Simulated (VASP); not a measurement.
Here is a VASP 6.6.1 calculation.

Contents of INCAR:

```
SYSTEM = Ge
PREC = Accurate
ENCUT = 520
EDIFF = 1E-6
ISMEAR = -1
SIGMA = 0.05
LREAL = .False.
LASPH = .True.
NELM = 80
ALGO = Normal
ISIF = 2
LWAVE = .False.
LCHARG = .False.
NBANDS = 36
```

KPOINTS

```
Automatic mesh
0
Gamma
  6 6 2
  0 0 0
```

POSCAR

```
Ge
1.0
    4.0772291900      0.0000000000      0.0000000000
   -2.0386145949      3.5309840555      0.0000000000
    0.0000000000      0.0000000000     11.0661648237
Ge
4
Direct
    0.6666666667      0.3333333333      0.4148480000
    0.3333333333      0.6666666667      0.9148480000
    0.0000000000      0.0000000000      0.4774520000
    0.0000000000      0.0000000000      0.9774520000
```

Potentials or basis: VASP PAW LDA potentials, release 64 (Ge_d).

Launch:

```bash
$ cat potpaw_LDA.64/Ge_d/POTCAR > POTCAR
$ mpirun -np 1 vasp_std > vasp.out
```

Q: Estimate the pressure.

A: -2.8 GPa.

Q: Predict the largest force.

A: 0.303 eV/Å.

Q: Estimate the band gap on the k mesh.

A: Zero (filled and empty bands touch).

Stress tensor (GPa, compression positive):
```
-3.76  0.00  0.00
 0.00 -3.76  0.00
 0.00  0.00 -1.01
```
